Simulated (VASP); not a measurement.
# Li (P6_3/mmc) in VASP: settings compared

Li is run at these levels: PBE, revPBE; tasks: single point.

Everything below comes from runs of VASP 6.6.1. Logs are shortened: lines on timing, memory, paths and dates and some standing lists are left out, and cuts for length are marked.

### 1 The cell of the first run

The structure is hexagonal, space group P6_3/mmc (No. 194). The conventional cell has a = 2.810 Å, b = 2.810 Å, c = 8.862 Å, α = 90.00°, β = 90.00°, γ = 120.00°. Li (site symmetry -3m) has 12 Li at 2.75 to 2.81 Å within 3.6 Å. Li (site symmetry -6m2) has 12 Li at 2.75 to 2.81 Å within 3.6 Å.

This isn't the form of Li at room conditions, which is bcc.

### 2 Single point, PBE (15.15 Å³/atom)

INCAR

```
  PREC = Accurate
  ENCUT = 520
  EDIFF = 1E-6
  ISMEAR = -1
  SIGMA = 0.05
  LREAL = F
  LASPH = T
  NELM = 80
  ALGO = Normal
  ISIF = 2
  LWAVE = F
  LCHARG = F
  GGA = PE
  NBANDS = 14
```

KPOINTS

```
Automatic mesh
0
Gamma
  10 10 6
```

POSCAR

```
Li
1.0
    2.8100210103      0.0000000000      0.0000000000
   -1.4050105052      2.4335495801      0.0000000000
    0.0000000000      0.0000000000      8.8616707004
Li
4
Direct
    0.0000000000      0.0000000000      0.0000000000
    0.0000000000      0.0000000000      0.5000000000
    0.3333333333      0.6666666667      0.2500000000
    0.6666666667      0.3333333333      0.7500000000
```

Potentials or basis: VASP PAW PBE potentials, release 64 (Li_sv).

Launch:

```bash
$ cat potpaw_PBE.64/Li_sv/POTCAR > POTCAR
$ mpirun -np 1 vasp_std > vasp.out
```

OUTCAR:

```text
PREC = Accurate
   ENCUT = 520
   EDIFF = 1E-6
   ISMEAR = -1
   LREAL = F
   LASPH = T
   NELM = 80
   ISIF = 2
   GGA = PE

 ion  position               nearest neighbor table
   1  0.000  0.000  0.000-
   2  0.000  0.000  0.500-
   3  0.333  0.667  0.250-
   4  0.667  0.333  0.750-

  LATTYP: Found a hexagonal cell.
 ALAT       =     2.8100210103
 C/A-ratio  =     3.1535958870

  Lattice vectors:

 A1 = (   2.8100210103,   0.0000000000,   0.0000000000)
 A2 = (  -1.4050105052,   2.4335495801,   0.0000000000)
 A3 = (   0.0000000000,   0.0000000000,   8.8616707004)

Analysis of symmetry for initial positions (statically):
=====================================================================
 Subroutine PRICEL returns:
 Original cell was already a primitive cell.

 Routine SETGRP: Setting up the symmetry group for a
 hexagonal supercell.

 Subroutine GETGRP returns: Found 24 space group operations
 (whereof 12 operations were pure point group operations)
 out of a pool of 24 trial point group operations.

The static configuration has the point symmetry D_3d.
 The point group associated with its full space group is D_6h.

Analysis of symmetry for dynamics (positions and initial velocities):
=====================================================================
 Subroutine PRICEL returns:
 Original cell was already a primitive cell.

 Routine SETGRP: Setting up the symmetry group for a
 hexagonal supercell.

 Subroutine GETGRP returns: Found 24 space group operations
 (whereof 12 operations were pure point group operations)
 out of a pool of 24 trial point group operations.

The dynamic configuration has the point symmetry D_3d.
 The point group associated with its full space group is D_6h.

 Subroutine INISYM returns: Found 24 space group operations
 (whereof 12 operations are pure point group operations),
 and found     1 'primitive' translations

----------------------------------------------------------------------------------------

                                     Primitive cell

  volume of cell :      60.5990

  direct lattice vectors                    reciprocal lattice vectors
     2.810021010  0.000000000  0.000000000     0.355869225  0.205461193  0.000000000
    -1.405010505  2.433549580  0.000000000     0.000000000  0.410922386  0.000000000
     0.000000000  0.000000000  8.861670700     0.000000000  0.000000000  0.112845538

[... 92 lines left out ...]
   NFREE  =      0    steps in history (QN), initial steepest desc. (CG)
   ISIF   =      2    stress and relaxation
   ISYM   =      2    0-nonsym 1-usesym 2-fastsym
   POTIM  = 0.5000    time-step for ionic-motion
   TEBEG  =    0.0;   TEEND  =   0.0 temperature during run
   PSTRESS=    0.0 pullay stress
   NELECT =      12.0000    total number of electrons
   NUPDOWN=      -1.0000    fix difference up-down
   EMIN   =  10.00;   EMAX   =-10.00  energy-range for DOS
   EFERMI =   0.00;   METHOD = LEGACY
   ISMEAR =    -1;   SIGMA  =   0.05  broadening in eV -4-tet -1-fermi 0-gaus
   EFERMI_NEDOS =   21; number of points for ismear=-14 and -15
   IALGO  =     38    algorithm
   IMIX   =      4    mixing-type and parameters
     AMIX     =   0.40;   BMIX     =  1.00
     AMIX_MAG =   1.60;   BMIX_MAG =  1.00
  volume/ion in A,a.u.               =      15.15       102.24
  Fermi-wavevector in a.u.,A,eV,Ry     =   0.954216  1.803207 12.388493  0.910529
  Thomas-Fermi vector in A             =   2.082943
   LORBIT       =      0    0 simple, 1 ext, 2 COOP (PROOUT), +10 PAW based schemes
   GGA     = PE    functional components
   LHFCALC =     F    Hartree Fock is set to
   AEXX    =    0.0000 exact exchange contribution
   IVDW    =     0    specifies the selected vdW correction
   LEPSILON=     F    determine dielectric tensor
   LRPA    =     F    only Hartree local field effects (RPA)
 non-spin polarized calculation
  energy-cutoff  :      520.00
  volume of cell :       60.60
 maximum number of plane-waves:      1652
 NGX is ok and might be reduce to    24
   NGX = 11   NGY = 11   NGZ = 33

 number of electron      12.0000006 magnetization

 Free energy of the ion-electron system (eV)
  ---------------------------------------------------
  ext. energy  EPLUGINS =         0.00000000
  ---------------------------------------------------
  free energy    TOTEN  =        -7.29838610 eV

  energy without entropy =       -7.28509010  energy(sigma->0) =       -7.29173810

 E-fermi :   1.5199     XC(G=0):  -7.7937

 val. band max:        1.5017939088   @ k =   0.2000   0.2000   0.1667
 cond. band min:       1.5239396800   @ k =   0.3000  -0.0000   0.3333
 fundamental gap:      0.0221457713
 Fermi energy:         1.5199179481

 k-point     1 :       0.0000    0.0000    0.0000
  band No.  band energies     occupation
      1     -44.5371      2.00000
      2     -44.5078      2.00000
      3     -44.5049      2.00000
      4     -44.4757      2.00000
      5      -2.3501      2.00000
      6      -1.0744      2.00000
      7      -1.0733      2.00000
      8       1.6387      0.17019
      9       5.8721      0.00000
     10      11.9862      0.00000
     11      11.9976      0.00000
     12      16.3857      0.00000
     13      16.3857      0.00000
     14      17.1081      0.00000
[... 377 lines left out ...]
      1     -44.4840      2.00000
      2     -44.4774      2.00000
      3     -44.4715      2.00000
      4     -44.4649      2.00000
      5       1.1389      1.99902
      6       1.8483      0.00281
      7       2.4938      0.00000
      8       3.4971      0.00000
      9       5.9812      0.00000
     10       6.2872      0.00000
     11       7.0099      0.00000
     12       8.8485      0.00000
     13       8.9883      0.00000
     14      10.3129      0.00000

 [... further k-points ...]
[... 5 lines left out ...]
  --------------------------------------------------------------------------------------
  -------------------------------------------------------------------------------------
  Total        2.3897902      2.3897902      2.3653153     -0.0000000      0.0000000      0.0000000
  in kB       63.1836909     63.1836909     62.5365979     -0.0000000      0.0000000      0.0000000
  external PRESSURE =      62.9679933 kB  Pullay stress =       0.0000000 kB

 VOLUME and BASIS-vectors are now :
 -----------------------------------------------------------------------------
  energy-cutoff  :      520.00
  volume of cell :       60.60
      direct lattice vectors                 reciprocal lattice vectors
     2.810021010  0.000000000  0.000000000     0.355869225  0.205461193  0.000000000
    -1.405010505  2.433549580  0.000000000     0.000000000  0.410922386  0.000000000
     0.000000000  0.000000000  8.861670700     0.000000000  0.000000000  0.112845538

 POSITION                                       TOTAL-FORCE (eV/Angst)
 -----------------------------------------------------------------------------------
      0.00000      0.00000      0.00000         0.000000      0.000000      0.000000
      0.00000      0.00000      4.43084         0.000000      0.000000      0.000000
     -0.00000      1.62237      2.21542        -0.000000     -0.000000     -0.000000
      1.40501      0.81118      6.64625        -0.000000      0.000000     -0.000000
 -----------------------------------------------------------------------------------
    total drift:                               -0.000000      0.000000      0.000000

  FREE ENERGIE OF THE ION-ELECTRON SYSTEM (eV)
  ---------------------------------------------------
  free  energy   TOTEN  =        -7.2983861000 eV

  energy  without entropy=       -7.2850901033  energy(sigma->0) =       -7.29173810
```

OSZICAR:

```text
N       E                     dE             d eps       ncg     rms          rms(c)
DAV:   1     0.472987122531E+02    0.47299E+02   -0.50037E+03  1568   0.858E+02
DAV:   2     0.283668555877E+01   -0.44462E+02   -0.42799E+02  1950   0.196E+02
DAV:   3    -0.711063071086E+01   -0.99473E+01   -0.98243E+01  2940   0.496E+01
DAV:   4    -0.729000197664E+01   -0.17937E+00   -0.17929E+00  2056   0.116E+01
DAV:   5    -0.729557651729E+01   -0.55745E-02   -0.55743E-02  2512   0.150E+00    0.613E-01
DAV:   6    -0.729604552687E+01   -0.46901E-03   -0.30613E-03  2848   0.288E-01    0.406E-01
DAV:   7    -0.729855284635E+01   -0.25073E-02   -0.70075E-03  2708   0.396E-01    0.581E-02
DAV:   8    -0.729840432490E+01    0.14852E-03   -0.15568E-04  2126   0.954E-02    0.143E-02
DAV:   9    -0.729839364219E+01    0.10683E-04   -0.38460E-05  2610   0.345E-02    0.752E-03
DAV:  10    -0.729838831401E+01    0.53282E-05   -0.56020E-07  1548   0.778E-03    0.814E-04
DAV:  11    -0.729838522578E+01    0.30882E-05   -0.34728E-07  1432   0.432E-03    0.100E-03
DAV:  12    -0.729838609998E+01   -0.87419E-06   -0.11497E-07  1276   0.340E-03
   1 F= -.72983861E+01 E0= -.72917381E+01  d E =-.132960E-01
```

Run time: 64 s. Hardware: 1 thread of Intel Xeon 8259CL, shared host; peak memory 0.19 GiB.

What came out:

- Free energy: -7.2984 eV
- Band gap on the k mesh: zero (bands 6 and 7 overlap by 4.26 eV)

Levels at points of the mesh, in eV from the Fermi level:
```
           k point  band 2  band 3  band 4  band 5  band 6  band 7  band 8  band 9  band 10  band 11
(0.00, 0.00, 0.00)  -46.03  -46.02  -46.00   -3.87   -2.59   -2.59    0.12    4.35    10.47    10.48
(0.50, 0.00, 0.00)  -46.00  -45.99  -45.98   -0.22    0.56    0.70    1.54    4.39     4.41     6.03
(0.00, 0.00, 0.50)  -46.05  -46.00  -46.00   -3.55   -3.55   -1.07   -1.07    6.41     6.41    15.13
(0.50, 0.00, 0.50)  -46.00  -45.99  -45.99    0.01    0.01    1.28    1.28    4.69     4.69     5.67
```

Caveat: the cutoff is under 1.25 times the usual one of these potentials, so pressure, stress and relaxed cells hold a basis-set (Pulay) error.

### 3 Single point, PBE (15.15 Å³/atom)

INCAR

```
SYSTEM = Li
PREC = Accurate
ENCUT = 520
EDIFF = 1E-7
ISMEAR = -1
SIGMA = 0.05
LREAL = .False.
LASPH = .True.
NELM = 100
ALGO = Normal
ISIF = 2
LWAVE = .False.
LCHARG = .False.
GGA = PE
NBANDS = 14
```

KPOINTS

```
Automatic mesh
0
Gamma
  10 10 6
  0 0 0
```

POSCAR is that of step 2.

Potentials or basis: VASP PAW PBE potentials, release 64 (Li_sv).

Launch:

```bash
$ cat potpaw_PBE.64/Li_sv/POTCAR > POTCAR
$ mpirun -np 1 vasp_std > vasp.out
```

Run time: 71 s. Hardware: 1 thread of Intel Xeon 8259CL, shared host; peak memory 0.19 GiB.

The run converged. Its results:

```
Free energy            : -7.2984 eV
Band gap on the k mesh : zero (bands 6 and 7 overlap by 4.26 eV)
```

Levels at points of the mesh, in eV from the Fermi level:
```tsv
k point	band 2	band 3	band 4	band 5	band 6	band 7	band 8	band 9	band 10	band 11
(0.00, 0.00, 0.00)	-46.03	-46.02	-46.00	-3.87	-2.59	-2.59	0.12	4.35	10.47	10.48
(0.50, 0.00, 0.00)	-46.00	-45.99	-45.98	-0.22	0.56	0.70	1.54	4.39	4.41	6.03
(0.00, 0.00, 0.50)	-46.05	-46.00	-46.00	-3.55	-3.55	-1.07	-1.07	6.41	6.41	15.13
(0.50, 0.00, 0.50)	-46.00	-45.99	-45.99	0.01	0.01	1.28	1.28	4.69	4.69	5.67
```

Caveat: the cutoff is under 1.25 times the usual one of these potentials, so pressure, stress and relaxed cells hold a basis-set (Pulay) error.

### 4 Single point, revPBE

INCAR

```
SYSTEM = Li
  PREC = Accurate
  ENCUT = 520
  EDIFF = 1E-6
  ISMEAR = -1
  SIGMA = 0.05
  LREAL = .FALSE.
  LASPH = .TRUE.
  NELM = 80
  ALGO = Normal
  ISIF = 2
  LWAVE = .FALSE.
  LCHARG = .FALSE.
  GGA = RE
  NBANDS = 14
```

KPOINTS

```
Automatic mesh
0
G
  10 10 6
  0 0 0
```

POSCAR is that of step 3.

Launch:

```bash
$ cat potpaw_PBE.64/Li_sv/POTCAR > POTCAR
$ mpirun -np 1 vasp_std > vasp.out
```

It took 43 s on 1 thread of Intel Xeon 8259CL, shared host; peak memory 0.19 GiB.

It converged, with:

| Property | Result |
| --- | --- |
| Free energy | -6.8100 eV |
| Band gap on the k mesh | zero (bands 6 and 7 overlap by 4.29 eV) |

Levels at points of the mesh, in eV from the Fermi level:
| k point | band 3 | band 4 | band 5 | band 6 | band 7 | band 8 | band 9 | band 10 |
| --- | --- | --- | --- | --- | --- | --- | --- | --- |
| (0.00, 0.00, 0.00) | -46.18 | -46.15 | -3.90 | -2.62 | -2.62 | 0.13 | 4.34 | 10.51 |
| (0.50, 0.00, 0.00) | -46.15 | -46.14 | -0.22 | 0.56 | 0.71 | 1.56 | 4.39 | 4.40 |
| (0.00, 0.00, 0.50) | -46.16 | -46.16 | -3.58 | -3.58 | -1.08 | -1.08 | 6.42 | 6.42 |
| (0.50, 0.00, 0.50) | -46.15 | -46.15 | 0.01 | 0.01 | 1.29 | 1.29 | 4.70 | 4.70 |

Caveat: the cutoff is under 1.25 times the usual one of these potentials, so pressure, stress and relaxed cells hold a basis-set (Pulay) error; the PAW data sets were made with another functional, which shifts forces and pressure a little.

### 5 Single point, PBE

This run uses another cell than the first one, of 17.17 Å³/atom.

INCAR

```
SYSTEM = Li
ALGO = Normal ; EDIFF = 1E-7
ENCUT = 520 ; GGA = PE
ISIF = 2 ; ISMEAR = -1
LASPH = .TRUE. ; LCHARG = .TRUE.
LELF = .TRUE. ; LREAL = .FALSE.
LVHAR = .TRUE. ; LWAVE = .FALSE.
NBANDS = 14 ; NELM = 60
PREC = Accurate ; SIGMA = 0.05
```

KPOINTS

```
k-points
0
G
  10 10 6
  0 0 0
```

POSCAR

```
Li
1.0
    2.9257444965      0.0000000000      0.0000000000
   -1.4628722482      2.5337690590      0.0000000000
    0.0000000000      0.0000000000      9.2644493349
Li
4
Direct
    0.0000000000      0.0000000000      0.0000000000
    0.0000000000      0.0000000000      0.5000000000
    0.3333333333      0.6666666667      0.2500000000
    0.6666666667      0.3333333333      0.7500000000
```

Launch:

```bash
$ cat potpaw_PBE.64/Li_sv/POTCAR > POTCAR
$ mpirun -np 1 vasp_std > vasp.out
```

Run time: 48 s. Hardware: 1 thread of Intel Xeon 8259CL, shared host; peak memory 0.2 GiB.

Results (log left out):

```yaml
Free_energy: -7.5310 eV
Band_gap_on_the_k_mesh: zero (bands 6 and 7 overlap by 4.10 eV)
```

Levels at points of the mesh, in eV from the Fermi level:
| k point | band 2 | band 3 | band 4 | band 5 | band 6 | band 7 | band 8 | band 9 | band 10 | band 11 |
| --- | --- | --- | --- | --- | --- | --- | --- | --- | --- | --- |
| (0.00, 0.00, 0.00) | -46.22 | -46.21 | -46.20 | -3.73 | -2.51 | -2.51 | 0.14 | 3.80 | 9.53 | 9.54 |
| (0.50, 0.00, 0.00) | -46.20 | -46.19 | -46.19 | -0.15 | 0.52 | 0.70 | 1.42 | 3.91 | 3.93 | 5.58 |
| (0.00, 0.00, 0.50) | -46.23 | -46.20 | -46.20 | -3.43 | -3.43 | -1.04 | -1.04 | 5.76 | 5.76 | 13.93 |
| (0.50, 0.00, 0.50) | -46.20 | -46.19 | -46.19 | 0.06 | 0.06 | 1.17 | 1.17 | 4.22 | 4.22 | 5.17 |

Caveat: the cutoff is under 1.25 times the usual one of these potentials, so pressure, stress and relaxed cells hold a basis-set (Pulay) error.

### 6 Overview

```csv
level,cell,gap on the mesh (eV)
PBE,"a = 2.810, b = 2.810, c = 8.862 Å, angles 90.0, 90.0, 120.0°, 4 atoms",none
revPBE,"a = 2.810, b = 2.810, c = 8.862 Å, angles 90.0, 90.0, 120.0°, 4 atoms",none
PBE,"a = 2.926, b = 2.926, c = 9.264 Å, angles 90.0, 90.0, 120.0°, 4 atoms",none
```

Alike in all rows: task single point; potentials or basis VASP PAW PBE potentials, release 64 (Li_sv); no spin polarisation; k mesh 10 × 10 × 6; cutoff (eV) 520; smearing fermi-dirac 0.05 eV.

Caveats: the cutoff is under 1.25 times the usual one of these potentials, so pressure, stress and relaxed cells hold a basis-set (Pulay) error; the PAW data sets were made with another functional, which shifts forces and pressure a little (at least some runs).

Absolute energies hang on the potentials; compare differences alone.
